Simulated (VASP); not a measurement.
# Te2Mo: single point with PBEsol

System: Te2Mo, a slab with vacuum.

```
CELL_PARAMETERS angstrom
3.49321 0.00000 0.00000
-1.74660 3.02521 0.00000
0.00000 0.00000 37.51612
ATOMIC_POSITIONS crystal
Te 0.33333 0.66667 0.85844
Te 0.33333 0.66667 0.23184
Te 0.66667 0.33333 0.67200
Te 0.66667 0.33333 0.04531
Te 0.66667 0.33333 0.76816
Te 0.66667 0.33333 0.14156
Te 0.33333 0.66667 0.95469
Te 0.33333 0.66667 0.32800
Mo 0.33333 0.66667 0.72002
Mo 0.33333 0.66667 0.09343
Mo 0.66667 0.33333 0.90657
Mo 0.66667 0.33333 0.27998
```

| Item | Value |
| --- | --- |
| Program | VASP 6.6.1 |
| Task | single point |
| Functional | PBEsol |
| Potentials or basis | VASP PAW PBE potentials, release 64 (Te, Mo_sv) |
| Cutoff | 520 eV |
| k mesh | 9 × 9 × 1 |
| Occupations | gaussian, width 0.02 eV |
| Spin | no spin polarisation |

| Quantity | Value |
| --- | --- |
| Largest force | 0.035 eV/Å |
| Band gap on the k mesh | 0.88 eV (least direct gap 1.12 eV) |

Forces on the atoms (eV/Å):
```
Te   0.000  0.000 -0.033
Te   0.000  0.000 -0.035
Te   0.000  0.000 -0.031
Te   0.000  0.000 -0.034
Te   0.000  0.000  0.035
Te   0.000  0.000  0.033
Te   0.000  0.000  0.034
Te   0.000  0.000  0.031
Mo   0.000  0.000 -0.003
Mo   0.000  0.000  0.000
Mo   0.000  0.000  0.000
Mo   0.000  0.000  0.003
```

Levels at points of the mesh, in eV from the valence-band top:
```csv
k point,band 50,band 51,band 52,band 53,band 54,band 55
"(0.00, 0.00, 0.00)",-0.20,-0.06,0.00,3.07,3.07,3.10
```

Wall time 7.1 min on 1 thread of Intel(R) Xeon(R) 6975P-C (Granite Rapids) (shared host), peak memory 0.61 GiB.

Caveat: the PAW data sets were made with another functional, which shifts forces and pressure a little; spin-orbit coupling is left out, which moves the levels of the heavy elements.
